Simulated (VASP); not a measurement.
# Ti3Al (P-6m2) in VASP: notebook, part 2 of 2

VASP 6.6.1. The steps go on from the part before.

### Step 3. Single point, LDA

This run uses another cell than the first one, of 16.03 Å³/atom.

INCAR reads:

```
SYSTEM = Ti3Al
PREC = Accurate
ENCUT = 520
EDIFF = 1E-6
ISMEAR = 0
SIGMA = 0.1
LREAL = .False.
LASPH = .True.
NELM = 100
ALGO = Normal
ISIF = 2
LWAVE = .False.
LCHARG = .False.
NBANDS = 28
```

KPOINTS reads:

```
Automatic mesh
0
Gamma
  12 12 4
  0 0 0
```

POSCAR reads:

```
Ti3Al
1.0
    2.8603930216      0.0000000000      0.0000000000
   -1.4301965108      2.4771730215      0.0000000000
    0.0000000000      0.0000000000      9.0481301876
Ti Al
3 1
Direct
    0.6666666667      0.3333333333      0.0000000000
    0.3333333333      0.6666666667      0.7515873925
    0.3333333333      0.6666666667      0.2484126075
    0.6666666667      0.3333333333      0.5000000000
```

Potentials or basis: VASP PAW LDA potentials, release 64 (Ti_sv, Al).

The run is started by

```console
> cat potpaw_LDA.64/Ti_sv/POTCAR potpaw_LDA.64/Al/POTCAR > POTCAR
> mpirun -np 1 vasp_std > vasp.out
```

OUTCAR:

```text
SYSTEM = Ti3Al
   PREC = Accurate
   ENCUT = 520
   EDIFF = 1E-6
   ISMEAR = 0
   LREAL = .False.
   LASPH = .True.
   NELM = 100
   ISIF = 2

 ion  position               nearest neighbor table
   1  0.667  0.333  0.000-   2 2.79   3 2.79   2 2.79   3 2.79   2 2.79   3 2.79
   2  0.333  0.667  0.752-   1 2.79   1 2.79   1 2.79   4 2.81   4 2.81   4 2.81
   3  0.333  0.667  0.248-   1 2.79   1 2.79   1 2.79   4 2.81   4 2.81   4 2.81
   4  0.667  0.333  0.500-   2 2.81   3 2.81   2 2.81   3 2.81   2 2.81   3 2.81

  LATTYP: Found a hexagonal cell.
 ALAT       =     2.8603930216
 C/A-ratio  =     3.1632471899

  Lattice vectors:

 A1 = (   2.8603930216,   0.0000000000,   0.0000000000)
 A2 = (  -1.4301965108,   2.4771730215,   0.0000000000)
 A3 = (   0.0000000000,   0.0000000000,   9.0481301876)

Analysis of symmetry for initial positions (statically):
=====================================================================
 Subroutine PRICEL returns:
 Original cell was already a primitive cell.

 Routine SETGRP: Setting up the symmetry group for a
 hexagonal supercell.

 Subroutine GETGRP returns: Found 12 space group operations
 (whereof 12 operations were pure point group operations)
 out of a pool of 24 trial point group operations.

The static configuration has the point symmetry D_3h.

Analysis of symmetry for dynamics (positions and initial velocities):
=====================================================================
 Subroutine PRICEL returns:
 Original cell was already a primitive cell.

 Routine SETGRP: Setting up the symmetry group for a
 hexagonal supercell.

 Subroutine GETGRP returns: Found 12 space group operations
 (whereof 12 operations were pure point group operations)
 out of a pool of 24 trial point group operations.

The dynamic configuration has the point symmetry D_3h.

 Subroutine INISYM returns: Found 12 space group operations
 (whereof 12 operations are pure point group operations),
 and found     1 'primitive' translations

----------------------------------------------------------------------------------------

                                     Primitive cell

  volume of cell :      64.1122

  direct lattice vectors                    reciprocal lattice vectors
     2.860393022  0.000000000  0.000000000     0.349602307  0.201842986  0.000000000
    -1.430196511  2.477173022  0.000000000     0.000000000  0.403685972  0.000000000
     0.000000000  0.000000000  9.048130188     0.000000000  0.000000000  0.110520072

  length of vectors
     2.860393022  2.860393022  9.048130188     0.403685972  0.403685972  0.110520072

  position of ions in fractional coordinates (direct lattice)
     0.666666667  0.333333333  0.000000000
     0.333333333  0.666666667  0.751587392
     0.333333333  0.666666667  0.248412608
     0.666666667  0.333333333  0.500000000

  ion indices of the primitive-cell ions
   primitive index   ion index
                 1           1
                 2           2
                 3           3
                 4           4

----------------------------------------------------------------------------------------

 KPOINTS: Automatic mesh

Automatic generation of k-mesh.
 Grid dimensions read from file:
 generate k-points for:   12   12    4

 Generating k-lattice:

  Cartesian coordinates                     Fractional coordinates (reciprocal lattice)
     0.029133526  0.016820249  0.000000000     0.083333333 -0.000000000  0.000000000
     0.000000000  0.033640498  0.000000000     0.000000000  0.083333333  0.000000000
     0.000000000  0.000000000  0.027630018     0.000000000  0.000000000  0.250000000

  Length of vectors
     0.033640498  0.033640498  0.027630018

  Shift w.r.t. Gamma in fractional coordinates (k-lattice)
     0.000000000  0.000000000  0.000000000

 Subroutine IBZKPT returns following result:
 ===========================================

 Found     57 irreducible k-points:

 Following reciprocal coordinates:
            Coordinates               Weight
  0.000000  0.000000  0.000000      1.000000
  0.083333  0.000000  0.000000      6.000000
  0.166667  0.000000  0.000000      6.000000
  0.250000  0.000000  0.000000      6.000000
  0.333333  0.000000  0.000000      6.000000
  0.416667  0.000000  0.000000      6.000000
[... 16 lines left out ...]
  0.250000  0.000000  0.250000     12.000000
  0.333333  0.000000  0.250000     12.000000
 [... further k-points ...]
   k-points           NKPTS =     57   k-points in BZ     NKDIM =     57   number of bands    NBANDS=     28
   number of dos      NEDOS =    301   number of ions     NIONS =      4
   total plane-waves  NPLWV =  40320
   dimension x,y,z NGX =    24 NGY =   24 NGZ =   70
   dimension x,y,z NGXF=    48 NGYF=   48 NGZF=  140
   ions per type =               3   1
   NGX,Y,Z   is equivalent  to a cutoff of  13.95, 13.95, 12.86 a.u.
   NGXF,Y,Z  is equivalent  to a cutoff of  27.90, 27.90, 25.72 a.u.
 SYSTEM =  Ti3Al
   PREC   = accura    normal or accurate (medium, high low for compatibility)
   ISTART =      0    job   : 0-new  1-cont  2-samecut
   ICHARG =      2    charge: 1-file 2-atom 10-const
   ISPIN  =      1    spin polarized calculation?
   LNONCOLLINEAR =      F non collinear calculations
   LSORBIT =      F    spin-orbit coupling
   LASPH  =      T    aspherical Exc in radial PAW
   ENCUT  =  520.0 eV  38.22 Ry    6.18 a.u.   5.32  5.32 16.82*2*pi/ulx,y,z
   NELM   =    100;   NELMIN=  2; NELMDL= -5     # of ELM steps
   EDIFF  = 0.1E-05   stopping-criterion for ELM
   LREAL  =      F    real-space projection
   EDIFFG = 0.1E-04   stopping-criterion for IOM
   NSW    =      0    number of steps for IOM
   IBRION =     -1    ionic relax: 0-MD 1-quasi-New 2-CG
   NFREE  =      0    steps in history (QN), initial steepest desc. (CG)
   ISIF   =      2    stress and relaxation
   ISYM   =      2    0-nonsym 1-usesym 2-fastsym
   POTIM  = 0.5000    time-step for ionic-motion
   TEBEG  =    0.0;   TEEND  =   0.0 temperature during run
   PSTRESS=    0.0 pullay stress
   NELECT =      39.0000    total number of electrons
   NUPDOWN=      -1.0000    fix difference up-down
   EMIN   =  10.00;   EMAX   =-10.00  energy-range for DOS
   EFERMI =   0.00;   METHOD = LEGACY
   ISMEAR =     0;   SIGMA  =   0.10  broadening in eV -4-tet -1-fermi 0-gaus
   EFERMI_NEDOS =   21; number of points for ismear=-14 and -15
   IALGO  =     38    algorithm
   IMIX   =      4    mixing-type and parameters
     AMIX     =   0.40;   BMIX     =  1.00
     AMIX_MAG =   1.60;   BMIX_MAG =  1.00
  volume/ion in A,a.u.               =      16.03       108.16
  Fermi-wavevector in a.u.,A,eV,Ry     =   1.387127  2.621289 26.179241  1.924120
  Thomas-Fermi vector in A             =   2.511377
   LORBIT       =      0    0 simple, 1 ext, 2 COOP (PROOUT), +10 PAW based schemes
   GGA     = CA    functional components
   LHFCALC =     F    Hartree Fock is set to
   AEXX    =    0.0000 exact exchange contribution
   IVDW    =     0    specifies the selected vdW correction
   LEPSILON=     F    determine dielectric tensor
   LRPA    =     F    only Hartree local field effects (RPA)
 non-spin polarized calculation
 Gauss-broadening in eV      SIGMA  =   0.10
  energy-cutoff  :      520.00
  volume of cell :       64.11
 maximum number of plane-waves:      1746
 NGX is ok and might be reduce to    24
   NGX = 11   NGY = 11   NGZ = 33

 number of electron      39.0000007 magnetization

 Free energy of the ion-electron system (eV)
  ---------------------------------------------------
  ext. energy  EPLUGINS =         0.00000000
  ---------------------------------------------------
  free energy    TOTEN  =       -30.35299970 eV

  energy without entropy =      -30.33536774  energy(sigma->0) =      -30.34418372

 E-fermi :   8.4417     XC(G=0): -11.7486

 val. band max:        8.4233681596   @ k =   0.4167   0.0833   0.5000
 cond. band min:       8.4425871287   @ k =   0.0833   0.0833   0.0000
 fundamental gap:      0.0192189691
 Fermi energy:         8.4416947019

 k-point     1 :       0.0000    0.0000    0.0000
  band No.  band energies     occupation
      1     -47.4561      2.00000
      2     -47.3906      2.00000
      3     -47.3071      2.00000
      4     -24.4355      2.00000
      5     -24.1154      2.00000
      6     -23.7457      2.00000
[... 733 lines left out ...]
     27      11.4869      0.00000
     28      11.7535      0.00000

 [... further k-points ...]

------------------------ aborting loop because EDIFF is reached ----------------------------------------

  FORCE on cell =-STRESS in cart. coord.  units (eV):
  Direction    XX          YY          ZZ          XY          YZ          ZX
  --------------------------------------------------------------------------------------
  -------------------------------------------------------------------------------------
  Total       -0.0420086     -0.0420086     -0.0016924      0.0000000      0.0000000     -0.0000000
  in kB       -1.0498035     -1.0498035     -0.0422927      0.0000000      0.0000000     -0.0000000
  external PRESSURE =      -0.7139666 kB  Pullay stress =       0.0000000 kB

 VOLUME and BASIS-vectors are now :
 -----------------------------------------------------------------------------
  energy-cutoff  :      520.00
  volume of cell :       64.11
      direct lattice vectors                 reciprocal lattice vectors
     2.860393022  0.000000000  0.000000000     0.349602307  0.201842986  0.000000000
    -1.430196511  2.477173022  0.000000000     0.000000000  0.403685972  0.000000000
     0.000000000  0.000000000  9.048130188     0.000000000  0.000000000  0.110520072

 POSITION                                       TOTAL-FORCE (eV/Angst)
 -----------------------------------------------------------------------------------
      1.43020      0.82572      0.00000        -0.000000      0.000000      0.000000
     -0.00000      1.65145      6.80046         0.000000     -0.000000      0.010252
     -0.00000      1.65145      2.24767        -0.000000     -0.000000     -0.010252
      1.43020      0.82572      4.52407         0.000000      0.000000      0.000000
 -----------------------------------------------------------------------------------
    total drift:                                0.000000     -0.000000     -0.000000

  FREE ENERGIE OF THE ION-ELECTRON SYSTEM (eV)
  ---------------------------------------------------
  free  energy   TOTEN  =       -30.3529996958 eV

  energy  without entropy=      -30.3353677405  energy(sigma->0) =      -30.34418372
```

Run time: 58 s. Hardware: 1 thread of AMD EPYC 9R45 (Zen 5), shared host; peak memory 0.18 GiB.

What came out:

```
Free energy            : -30.3530 eV
Pressure               : -0.1 GPa
Largest force          : 0.010 eV/Å
Band gap on the k mesh : zero (an odd number of electrons rules out a gap without spin polarisation)
```

Forces in eV/Å, atoms in the order of the input:
```
Ti   0.000  0.000  0.000
Ti   0.000  0.000  0.010
Ti   0.000  0.000 -0.010
Al   0.000  0.000  0.000
```

Levels at points of the mesh, in eV from the Fermi level:
```csv
k point,band 16,band 17,band 18,band 19,band 20,band 21,band 22,band 23,band 24,band 25
"(0.00, 0.00, 0.00)",-2.58,-0.78,0.66,0.78,0.86,0.86,0.95,0.95,1.29,1.29
"(0.50, 0.00, 0.00)",-2.18,-1.56,-1.32,-0.65,-0.29,0.93,1.16,1.28,1.85,2.67
"(0.00, 0.00, 0.50)",-3.13,-1.08,0.57,0.82,0.86,0.86,0.94,0.94,1.30,1.30
"(0.50, 0.00, 0.50)",-2.12,-1.61,-1.29,-1.01,0.14,0.89,1.00,1.16,1.97,2.87
```

The gap in the log of VASP goes by the Fermi energy; the results here count the filled bands.